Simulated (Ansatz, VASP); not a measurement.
## Cu: VASP beside Ansatz

```
Cu
1.0
    -1.44525    1.44525    1.30755
     1.44525   -1.44525    1.30755
     1.44525    1.44525   -1.30755
Cu
1
Direct
  0.00000 0.00000 0.00000
```

Alike in both runs: task single point; functional LDA; k mesh 22 × 22 × 22; occupations gaussian, width 0.15 eV; no spin polarisation.

|  | VASP | Ansatz |
| --- | --- | --- |
| version | VASP 6.6.1 | Ansatz 0.2.0 |
| potentials or method | VASP PAW LDA potentials, release 64 (Cu), cutoff 520 eV | scalar-relativistic, plane waves, PAW |
| valence electrons in the cell | 11 | 19 |

|  | VASP | Ansatz | Ansatz less VASP |
| --- | --- | --- | --- |
| gap on the k mesh at the Fermi level (eV) | none | none | - |
| pressure (GPa) | 1.2 | 0.3 | -0.94 |
| traceless stress, the component that is largest in VASP (GPa) | 0.76 | 0.70 | -0.060 |

Ansatz warns that its potentials were made for another functional, while VASP's fit it. LDA's correlation is that of Perdew and Zunger in VASP and of Perdew and Wang (1992) in Ansatz. A gap of «none» marks a metal or a gap that the smearing closes. VASP's potentials hold 11 valence electrons a cell and Ansatz's 19, so a difference there can come from the potentials and not from the codes.
